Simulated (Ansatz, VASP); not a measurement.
## Ti3Al in VASP and in Ansatz

File INCAR:

```
ALGO = Normal ; EDIFF = 1E-6
ENCUT = 520 ; GGA = PE
ISIF = 2 ; ISMEAR = 0
LASPH = True ; LCHARG = False
LREAL = False ; LWAVE = False
NBANDS = 28 ; NELM = 60
PREC = Accurate ; SIGMA = 0.1
```

Contents of KPOINTS:

```
k-points
0
Gamma
  4 4 4
```

File POSCAR:

```
Ti3Al
1.0
    4.0566736971      0.0000000000      0.0000000000
    0.0000000000      4.0566736971      0.0000000000
    0.0000000000      0.0000000000      4.0149767535
Ti Al
3 1
Direct
    0.0000000000      0.5000000000      0.5000000000
    0.5000000000      0.0000000000      0.5000000000
    0.5000000000      0.5000000000      0.0000000000
    0.0000000000      0.0000000000      0.0000000000
```

Input for Ansatz:

```yaml
crystal:
  lattice:
    - [4.0566736971, 0.0, 0.0]
    - [0.0, 4.0566736971, 0.0]
    - [0.0, 0.0, 4.0149767535]
  atoms:
    - { symbol: Ti, position: [0.0, 0.5, 0.5] }
    - { symbol: Ti, position: [0.5, 0.0, 0.5] }
    - { symbol: Ti, position: [0.5, 0.5, 0.0] }
    - { symbol: Al, position: [0.0, 0.0, 0.0] }
basis:
  ecutwfc: 420
kpoints:
  mp_grid: { grid: [4, 4, 4] }
hamiltonian:
  xc: pbe
scf:
  occupations: { method: gaussian, width: 0.1 }
  lower_state_search: "off"
output:
  forces: true
  stress: true
  eigenvalues: true
```

Alike in both runs: task single point; functional PBE; k mesh 4 × 4 × 4; occupations gaussian, width 0.1 eV; no spin polarisation.

```csv
,VASP,Ansatz
version,VASP 6.6.1,Ansatz 0.2.0
potentials or method,"VASP PAW PBE potentials, release 64 (Ti_sv, Al), cutoff 520 eV","scalar-relativistic, plane waves, PAW"
valence electrons in the cell,39,39
```

```tsv
	VASP	Ansatz	Ansatz less VASP
gap on the k mesh at the Fermi level (eV)	none	none	-
pressure (GPa)	0.5	0.7	+0.16
traceless stress, the component that is largest in VASP (GPa)	0.46	0.46	+0.002
```

A gap of «none» marks a metal or a gap that the smearing closes. The functional is the same, so the differences come from potentials, cutoffs and numerics.

The k mesh is coarse, so the values compare programs but aren't converged.
